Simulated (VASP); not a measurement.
Set up this calculation in VASP 6.6.1, as the native input.

| Quantity | Value |
| --- | --- |
| Task | single point |
| Functional | PBE |
| Potentials or basis | VASP PAW PBE potentials, release 64 (Si, N) |
| Cutoff | 520 eV |
| k mesh | 6 × 6 × 4 |
| Occupations | gaussian, width 0.1 eV |
| Spin | collinear spin, ferromagnetic start |
| Starting moments | [0.0, 0.0, 1.0] μB |
| Dipole correction | no |
| Further INCAR settings | ALGO = Normal; EDIFF = 1e-06; NBANDS = 18 |

The structure of Si2N lies in POSCAR:

```
Si2N
1.0
    2.7306251657      0.0000000000      0.0000000000
   -1.3653125829      2.3647907617      0.0000000000
    0.0000000000      0.0000000000      5.3880341923
Si N
2 1
Direct
    0.6666666667      0.3333333333      0.7521256507
    0.3333333333      0.6666666667      0.2478743493
    0.0000000000      0.0000000000      0.0000000000
```

These files were run (other wordings do the same):

INCAR

```
PREC = Accurate
ENCUT = 520
EDIFF = 1E-6
ISMEAR = 0
SIGMA = 0.1
LREAL = False
LASPH = True
NELM = 150
ALGO = Normal
ISIF = 2
LWAVE = False
LCHARG = False
ISPIN = 2
MAGMOM = 0 0 1
LORBIT = 11
GGA = PE
NBANDS = 18
```

KPOINTS

```
Automatic mesh
0
Gamma
  6 6 4
```

Potentials or basis: VASP PAW PBE potentials, release 64 (Si, N).

Command:

```sh
$ cat potpaw_PBE.64/Si/POTCAR potpaw_PBE.64/N/POTCAR > POTCAR
$ mpirun -np 1 vasp_std > vasp.out
```

It gave:

| Item | Value |
| --- | --- |
| Pressure | -0.2 GPa |
| Net moment | 0.00 μB per cell |
| Valence electrons inside the program's atomic spheres | Si 1.49; N 3.75 |

Caveat: the k points lie up to 0.44 Å⁻¹ apart.

It used 19 s of CPU time on 1 thread of Intel(R) Xeon(R) Platinum 8488C (Sapphire Rapids) (shared host).
